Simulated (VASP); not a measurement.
# In (Fd-3m) in VASP: a series of runs, part 2 of 2

VASP 6.6.1. The steps go on from the part before.

## Step 3: Single point, r2SCAN

This run uses another cell than the first one, of 26.23 Å³/atom.

POSCAR

```
In
1.0
    0.0000000000      2.9710659893      2.9710659893
    2.9710659893      0.0000000000      2.9710659893
    2.9710659893      2.9710659893      0.0000000000
In
2
Direct
    1.0000000000      1.0000000000      1.0000000000
    0.2500000000      0.2500000000      0.2500000000
```

INCAR.step1

```
SYSTEM = In
PREC = Accurate ; ENCUT = 550
ISMEAR = -1 ; SIGMA = 0.05
LREAL = .FALSE. ; LASPH = .TRUE.
NELM = 120 ; NBANDS = 20
GGA = PE ; ALGO = Normal
EDIFF = 1E-5 ; LWAVE = .TRUE.
LCHARG = .FALSE. ; GGA_COMPAT = .FALSE.
```

INCAR.step2

```
SYSTEM = In
PREC = Accurate ; ENCUT = 550
EDIFF = 1E-6 ; ISMEAR = -1
SIGMA = 0.05 ; LREAL = .FALSE.
LASPH = .TRUE. ; NELM = 120
ALGO = Normal ; ISIF = 2
LWAVE = .FALSE. ; LCHARG = .FALSE.
METAGGA = R2SCAN ; LMIXTAU = .TRUE.
NBANDS = 20 ; ISTART = 1
GGA_COMPAT = .FALSE.
```

KPOINTS

```
regular mesh
0
G
  6 6 6
  0 0 0
```

Potentials or basis: VASP PAW PBE potentials, release 64 (In_d).

The run is started by

```bash
cat potpaw_PBE.64/In_d/POTCAR > POTCAR
cp INCAR.step1 INCAR
mpirun -np 1 vasp_std > vasp.out
cp INCAR.step2 INCAR
mpirun -np 1 vasp_std > vasp.out
```

OUTCAR:

```text
SYSTEM = In
   PREC = Accurate
   ENCUT = 550
   EDIFF = 1E-6
   ISMEAR = -1
   LREAL = .FALSE.
   LASPH = .TRUE.
   NELM = 120
   ISIF = 2
   METAGGA = R2SCAN
   ISTART = 1

 ion  position               nearest neighbor table
   1  0.000  0.000  0.000-   2 2.57   2 2.57   2 2.57   2 2.57
   2  0.250  0.250  0.250-   1 2.57   1 2.57   1 2.57   1 2.57

  LATTYP: Found a face centered cubic cell.
 ALAT       =     5.9421319786

  Lattice vectors:

 A1 = (   0.0000000000,   2.9710659893,   2.9710659893)
 A2 = (   2.9710659893,   0.0000000000,   2.9710659893)
 A3 = (   2.9710659893,   2.9710659893,   0.0000000000)

Analysis of symmetry for initial positions (statically):
=====================================================================
 Subroutine PRICEL returns:
 Original cell was already a primitive cell.

 Routine SETGRP: Setting up the symmetry group for a
 face centered cubic supercell.

 Subroutine GETGRP returns: Found 48 space group operations
 (whereof 24 operations were pure point group operations)
 out of a pool of 48 trial point group operations.

The static configuration has the point symmetry T_d .
 The point group associated with its full space group is O_h .

Analysis of symmetry for dynamics (positions and initial velocities):
=====================================================================
 Subroutine PRICEL returns:
 Original cell was already a primitive cell.

 Routine SETGRP: Setting up the symmetry group for a
 face centered cubic supercell.

 Subroutine GETGRP returns: Found 48 space group operations
 (whereof 24 operations were pure point group operations)
 out of a pool of 48 trial point group operations.

The dynamic configuration has the point symmetry T_d .
[... 100 lines left out ...]
   TEBEG  =    0.0;   TEEND  =   0.0 temperature during run
   PSTRESS=    0.0 pullay stress
   NELECT =      26.0000    total number of electrons
   NUPDOWN=      -1.0000    fix difference up-down
   EMIN   =  10.00;   EMAX   =-10.00  energy-range for DOS
   EFERMI =   0.00;   METHOD = LEGACY
   ISMEAR =    -1;   SIGMA  =   0.05  broadening in eV -4-tet -1-fermi 0-gaus
   EFERMI_NEDOS =   21; number of points for ismear=-14 and -15
   IALGO  =     38    algorithm
   IMIX   =      4    mixing-type and parameters
     AMIX     =   0.40;   BMIX     =  1.00
     AMIX_MAG =   1.60;   BMIX_MAG =  1.00
  volume/ion in A,a.u.               =      26.23       176.98
  Fermi-wavevector in a.u.,A,eV,Ry     =   1.295618  2.448363 22.839094  1.678626
  Thomas-Fermi vector in A             =   2.427126
   LORBIT       =      0    0 simple, 1 ext, 2 COOP (PROOUT), +10 PAW based schemes
   METAGGA = R2SCAN    functional components
   LHFCALC =     F    Hartree Fock is set to
   AEXX    =    0.0000 exact exchange contribution
   IVDW    =     0    specifies the selected vdW correction
   LEPSILON=     F    determine dielectric tensor
   LRPA    =     F    only Hartree local field effects (RPA)
 non-spin polarized calculation
  energy-cutoff  :      550.00
  volume of cell :       52.45
 maximum number of plane-waves:      1572
   NGX = 17   NGY = 17   NGZ = 17

 number of electron      26.0000012 magnetization

 Free energy of the ion-electron system (eV)
  ---------------------------------------------------
  ext. energy  EPLUGINS =         0.00000000
  ---------------------------------------------------
  free energy    TOTEN  =       -43.65423597 eV

  energy without entropy =      -43.64462364  energy(sigma->0) =      -43.64942980

 E-fermi :   6.8497     XC(G=0): -10.7074

 val. band max:        6.8414221893   @ k =  -0.1667   0.1667   0.0000
 cond. band min:       6.9451946648   @ k =   0.5000   0.3333   0.1667
 fundamental gap:      0.1037724755
 Fermi energy:         6.8497196418

 k-point     1 :       0.0000    0.0000    0.0000
  band No.  band energies     occupation
      1      -8.9357      2.00000
      2      -8.9357      2.00000
      3      -8.9357      2.00000
      4      -8.8216      2.00000
      5      -8.8216      2.00000
      6      -7.8948      2.00000
[... 357 lines left out ...]
     19      21.4320      0.00000
     20      21.4320      0.00000

------------------------ aborting loop because EDIFF is reached ----------------------------------------

  FORCE on cell =-STRESS in cart. coord.  units (eV):
  Direction    XX          YY          ZZ          XY          YZ          ZX
  --------------------------------------------------------------------------------------
  -------------------------------------------------------------------------------------
  Total        6.6137403      6.6137403      6.6137403      0.0000000      0.0000000      0.0000000
  in kB      202.0183543    202.0183543    202.0183543      0.0000000      0.0000000      0.0000000
  external PRESSURE =     202.0183543 kB  Pullay stress =       0.0000000 kB

 VOLUME and BASIS-vectors are now :
 -----------------------------------------------------------------------------
  energy-cutoff  :      550.00
  volume of cell :       52.45
      direct lattice vectors                 reciprocal lattice vectors
     0.000000000  2.971065989  2.971065989    -0.168289766  0.168289766  0.168289766
     2.971065989  0.000000000  2.971065989     0.168289766 -0.168289766  0.168289766
     2.971065989  2.971065989  0.000000000     0.168289766  0.168289766 -0.168289766

 POSITION                                       TOTAL-FORCE (eV/Angst)
 -----------------------------------------------------------------------------------
      0.00000      0.00000      0.00000         0.000000      0.000000     -0.000000
      1.48553      1.48553      1.48553        -0.000000     -0.000000      0.000000
 -----------------------------------------------------------------------------------
    total drift:                               -0.000000      0.000000      0.000000

  FREE ENERGIE OF THE ION-ELECTRON SYSTEM (eV)
  ---------------------------------------------------
  free  energy   TOTEN  =       -43.6542359655 eV

  energy  without entropy=      -43.6446236396  energy(sigma->0) =      -43.64942980
```

Run time: 41 s. Hardware: 1 thread of AMD EPYC 9R45 (Zen 5), shared host; peak memory 0.15 GiB.

Results:

- Free energy: -43.6542 eV
- Pressure: 20.2 GPa
- Band gap on the k mesh: zero (bands 13 and 14 overlap by 5.34 eV)

Caveat: the cell stands under pressure; the PAW data sets were made with another functional, which shifts forces and pressure a little; spin-orbit coupling is left out, which moves the levels of the heavy elements.

## Step 4: Single point, r2SCAN

This run uses another cell than the first one, of 29.21 Å³/atom.

POSCAR

```
In
1.0
    0.0000000000      3.0797814386      3.0797814386
    3.0797814386      0.0000000000      3.0797814386
    3.0797814386      3.0797814386      0.0000000000
In
2
Direct
    1.0000000000      1.0000000000      1.0000000000
    0.2500000000      0.2500000000      0.2500000000
```

INCAR.step1

```
ALGO = Normal
EDIFF = 1E-5
ENCUT = 550
GGA = PE
GGA_COMPAT = F
ISMEAR = -1
LASPH = T
LCHARG = F
LREAL = F
LWAVE = T
NBANDS = 20
NELM = 120
PREC = Accurate
SIGMA = 0.05
```

INCAR.step2

```
ALGO = Normal
EDIFF = 1E-6
ENCUT = 550
GGA_COMPAT = F
ISIF = 2
ISMEAR = -1
ISTART = 1
LASPH = T
LCHARG = T
LELF = T
LMIXTAU = T
LREAL = F
LVHAR = T
LWAVE = F
METAGGA = R2SCAN
NBANDS = 20
NELM = 120
PREC = Accurate
SIGMA = 0.05
```

KPOINTS

```
k-points
0
Gamma
  6 6 6
```

Potentials or basis: VASP PAW PBE potentials, release 64 (In_d).

The run is started by

```bash
cat potpaw_PBE.64/In_d/POTCAR > POTCAR
cp INCAR.step1 INCAR
mpirun -np 1 vasp_std > vasp.out
cp INCAR.step2 INCAR
mpirun -np 1 vasp_std > vasp.out
```

OUTCAR:

```text
EDIFF = 1E-6
   ENCUT = 550
   ISIF = 2
   ISMEAR = -1
   ISTART = 1
   LASPH = T
   LREAL = F
   METAGGA = R2SCAN
   NELM = 120
   PREC = Accurate

 ion  position               nearest neighbor table
   1  0.000  0.000  0.000-   2 2.67   2 2.67   2 2.67   2 2.67
   2  0.250  0.250  0.250-   1 2.67   1 2.67   1 2.67   1 2.67

  LATTYP: Found a face centered cubic cell.
 ALAT       =     6.1595628772

  Lattice vectors:

 A1 = (   0.0000000000,   3.0797814386,   3.0797814386)
 A2 = (   3.0797814386,   0.0000000000,   3.0797814386)
 A3 = (   3.0797814386,   3.0797814386,   0.0000000000)

Analysis of symmetry for initial positions (statically):
=====================================================================
 Subroutine PRICEL returns:
 Original cell was already a primitive cell.

 Routine SETGRP: Setting up the symmetry group for a
 face centered cubic supercell.

 Subroutine GETGRP returns: Found 48 space group operations
 (whereof 24 operations were pure point group operations)
 out of a pool of 48 trial point group operations.

[... 150 lines left out ...]
  ---------------------------------------------------
  free energy    TOTEN  =       -44.20590780 eV

  energy without entropy =      -44.19532299  energy(sigma->0) =      -44.20061540

 E-fermi :   5.7293     XC(G=0): -10.1517

 val. band max:        5.7213770694   @ k =  -0.1667   0.1667   0.0000
 cond. band min:       5.8198107970   @ k =   0.5000   0.3333   0.1667
 fundamental gap:      0.0984337276
 Fermi energy:         5.7292963601

 k-point     1 :       0.0000    0.0000    0.0000
  band No.  band energies     occupation
      1      -9.7900      2.00000
      2      -9.7900      2.00000
      3      -9.7900      2.00000
      4      -9.6880      2.00000
      5      -9.6880      2.00000
      6      -8.9518      2.00000
[... 357 lines left out ...]
     19      19.2357      0.00000
     20      19.2357      0.00000

------------------------ aborting loop because EDIFF is reached ----------------------------------------

  FORCE on cell =-STRESS in cart. coord.  units (eV):
  Direction    XX          YY          ZZ          XY          YZ          ZX
  --------------------------------------------------------------------------------------
  -------------------------------------------------------------------------------------
  Total        3.6968887      3.6968887      3.6968887      0.0000000      0.0000000      0.0000000
  in kB      101.3811628    101.3811628    101.3811628      0.0000000      0.0000000      0.0000000
  external PRESSURE =     101.3811628 kB  Pullay stress =       0.0000000 kB

 VOLUME and BASIS-vectors are now :
 -----------------------------------------------------------------------------
  energy-cutoff  :      550.00
  volume of cell :       58.42
      direct lattice vectors                 reciprocal lattice vectors
     0.000000000  3.079781439  3.079781439    -0.162349183  0.162349183  0.162349183
     3.079781439  0.000000000  3.079781439     0.162349183 -0.162349183  0.162349183
     3.079781439  3.079781439  0.000000000     0.162349183  0.162349183 -0.162349183

 POSITION                                       TOTAL-FORCE (eV/Angst)
 -----------------------------------------------------------------------------------
      0.00000      0.00000      0.00000        -0.000000     -0.000000      0.000000
      1.53989      1.53989      1.53989         0.000000      0.000000     -0.000000
 -----------------------------------------------------------------------------------
    total drift:                                0.000000      0.000000      0.000000

  FREE ENERGIE OF THE ION-ELECTRON SYSTEM (eV)
  ---------------------------------------------------
  free  energy   TOTEN  =       -44.2059077984 eV

  energy  without entropy=      -44.1953229924  energy(sigma->0) =      -44.20061540
```

OUTCAR.step1:

```text
EDIFF = 1E-5
   ENCUT = 550
   GGA = PE
   ISMEAR = -1
   LASPH = T
   LREAL = F
[... 578 lines left out ...]
 -----------------------------------------------------------------------------------
      0.00000      0.00000      0.00000        -0.000000      0.000000      0.000000
      1.53989      1.53989      1.53989         0.000000      0.000000      0.000000
 -----------------------------------------------------------------------------------
    total drift:                                0.000000      0.000000      0.000000

  FREE ENERGIE OF THE ION-ELECTRON SYSTEM (eV)
  ---------------------------------------------------
  free  energy   TOTEN  =        -3.9339565775 eV

  energy  without entropy=       -3.9223545110  energy(sigma->0) =       -3.92815554
```

Run time: 57 s. Hardware: 1 thread of AMD EPYC 9R45 (Zen 5), shared host; peak memory 0.18 GiB.

Results:

```
Free energy            : -44.2059 eV
Pressure               : 10.1 GPa
Band gap on the k mesh : zero (bands 13 and 14 overlap by 4.65 eV)
```

Levels at points of the mesh, in eV from the Fermi level:
```tsv
k point	band 11	band 12	band 13	band 14	band 15	band 16
(0.00, 0.00, 0.00)	-9.52	3.22	3.22	3.22	4.87	4.87
(0.50, 0.00, 0.00)	-7.08	-4.70	1.37	1.37	3.82	5.88
(0.50, 0.50, 0.00)	-5.34	-5.34	-0.68	-0.68	3.06	3.06
```

Caveat: the cell stands under pressure; the PAW data sets were made with another functional, which shifts forces and pressure a little; spin-orbit coupling is left out, which moves the levels of the heavy elements.

## Step 5: Single point, r2SCAN

This run uses another cell than the first one, of 36.49 Å³/atom.

POSCAR

```
In
1.0
    0.0000000000      3.3168436721      3.3168436721
    3.3168436721      0.0000000000      3.3168436721
    3.3168436721      3.3168436721      0.0000000000
In
2
Direct
    1.0000000000      1.0000000000      1.0000000000
    0.2500000000      0.2500000000      0.2500000000
```

INCAR.step1

```
SYSTEM = In
  PREC = Accurate
  ENCUT = 550
  ISMEAR = -1
  SIGMA = 0.05
  LREAL = .FALSE.
  LASPH = .TRUE.
  NELM = 120
  NBANDS = 20
  GGA = PE
  ALGO = Normal
  EDIFF = 1E-5
  LWAVE = .TRUE.
  LCHARG = .FALSE.
  GGA_COMPAT = .FALSE.
```

INCAR.step2

```
SYSTEM = In
  PREC = Accurate
  ENCUT = 550
  EDIFF = 1E-6
  ISMEAR = -1
  SIGMA = 0.05
  LREAL = .FALSE.
  LASPH = .TRUE.
  NELM = 120
  ALGO = Normal
  ISIF = 2
  LWAVE = .FALSE.
  LCHARG = .FALSE.
  METAGGA = R2SCAN
  LMIXTAU = .TRUE.
  NBANDS = 20
  ISTART = 1
  GGA_COMPAT = .FALSE.
```

KPOINTS

```
Automatic mesh
0
G
  6 6 6
  0 0 0
```

The run is started by

```bash
cat potpaw_PBE.64/In_d/POTCAR > POTCAR
cp INCAR.step1 INCAR
mpirun -np 1 vasp_std > vasp.out
cp INCAR.step2 INCAR
mpirun -np 1 vasp_std > vasp.out
```

Run time: 63 s. Hardware: 1 thread of AMD EPYC 9R45 (Zen 5), shared host; peak memory 0.18 GiB.

It converged, with:

| Item | Value |
| --- | --- |
| Free energy | -44.5632 eV |
| Pressure | 0.0 GPa |
| Band gap on the k mesh | zero (bands 13 and 14 overlap by 3.51 eV) |

Levels at points of the mesh, in eV from the Fermi level:
```
           k point  band 10  band 11  band 12  band 13  band 14  band 15  band 16  band 17
(0.00, 0.00, 0.00)   -14.54    -8.33     2.50     2.50     2.50     2.79     4.27     4.27
(0.50, 0.00, 0.00)   -14.50    -6.49    -4.06     1.11     1.11     2.60     5.25     5.25
(0.50, 0.50, 0.00)   -14.47    -4.99    -4.99    -0.45    -0.45     2.75     2.75    10.37
```

Caveat: the PAW data sets were made with another functional, which shifts forces and pressure a little; spin-orbit coupling is left out, which moves the levels of the heavy elements.

## Step 6: The runs side by side

```tsv
cell	gap on the mesh (eV)	pressure (GPa)
a = 4.095 Å, angles 60.0°, 2 atoms	none	30.4
a = 4.202 Å, angles 60.0°, 2 atoms	none	20.2
a = 4.355 Å, angles 60.0°, 2 atoms	none	10.1
a = 4.691 Å, angles 60.0°, 2 atoms	none	0.0
```

Alike in all rows: task single point; level r2SCAN; potentials or basis VASP PAW PBE potentials, release 64 (In_d); no spin polarisation; k mesh 6 × 6 × 6; cutoff (eV) 550; smearing fermi-dirac 0.05 eV.

Caveats: the PAW data sets were made with another functional, which shifts forces and pressure a little; spin-orbit coupling is left out, which moves the levels of the heavy elements; the cell stands under pressure (at least some runs).

Total energies depend on the potentials used, so only differences within one code and one set of settings carry meaning.

The gap in the log of VASP goes by the Fermi energy; the results here count the filled bands.